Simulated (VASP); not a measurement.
Wanted: the native input for a VASP 6.6.1 run.

```
Task                               : single point
Functional                         : HSE06
Potentials or basis                : VASP PAW PBE potentials, release 64 (Sn_d)
Cutoff                             : 400 eV
k mesh                             : 8 × 8 × 8
Occupations                        : gaussian, width 0.05 eV
Spin                               : no spin polarisation
Dipole correction                  : no
Grid for exact exchange (PRECFOCK) : Normal
Further INCAR settings             : ALGO = Normal; EDIFF = 1e-06; NBANDS = 13
Share of exact exchange            : 0.25
Screening parameter                : 0.2079 1/Å
```

The system is Sn.

```
CELL_PARAMETERS angstrom
-1.88372 1.88372 1.88372
1.88372 -1.88372 1.88372
1.88372 1.88372 -1.88372
ATOMIC_POSITIONS crystal
Sn 0.00000 0.00000 0.00000
```

This isn't the form of Sn at room conditions, which is tetragonal (white tin).

These files were run (other wordings do the same):

POSCAR

```
Sn
1.0
   -1.8837207244      1.8837207244      1.8837207244
    1.8837207244     -1.8837207244      1.8837207244
    1.8837207244      1.8837207244     -1.8837207244
Sn
1
Direct
    0.0000000000      0.0000000000      0.0000000000
```

INCAR.step1

```
SYSTEM = Sn
PREC = Accurate
ENCUT = 400
EDIFF = 1E-5
ISMEAR = 0
SIGMA = 0.05
LREAL = .False.
LASPH = .True.
NELM = 120
ALGO = Normal
ISIF = 2
LWAVE = .True.
LCHARG = .False.
NBANDS = 13
GGA = PE
GGA_COMPAT = .False.
```

INCAR.step2

```
SYSTEM = Sn
PREC = Accurate
ENCUT = 400
EDIFF = 1E-6
ISMEAR = 0
SIGMA = 0.05
LREAL = .False.
LASPH = .True.
NELM = 120
ALGO = Normal
ISIF = 2
LWAVE = .False.
LCHARG = .False.
GGA = PE
LHFCALC = .True.
HFSCREEN = 0.2079
PRECFOCK = Normal
NBANDS = 13
ISTART = 1
GGA_COMPAT = .False.
```

KPOINTS

```
Automatic mesh
0
Gamma
  8 8 8
  0 0 0
```

Potentials or basis: VASP PAW PBE potentials, release 64 (Sn_d).

Command:

```sh
$ cat potpaw_PBE.64/Sn_d/POTCAR > POTCAR
$ cp INCAR.step1 INCAR
$ mpirun -np 1 vasp_std > vasp.out
$ cp INCAR.step2 INCAR
$ mpirun -np 1 vasp_std > vasp.out
```

It gave:

```yaml
Pressure: -0.2 GPa
Band_gap_on_the_k_mesh: zero (bands 7 and 8 overlap by 11.69 eV)
```

Caveat: the PAW data sets were made with another functional, which shifts forces and pressure a little; spin-orbit coupling is left out, which moves the levels of the heavy elements.

It took 36 min on 1 thread of Oxide Virtual Turin-like Processor, with other jobs on the host, peak memory 0.22 GiB.
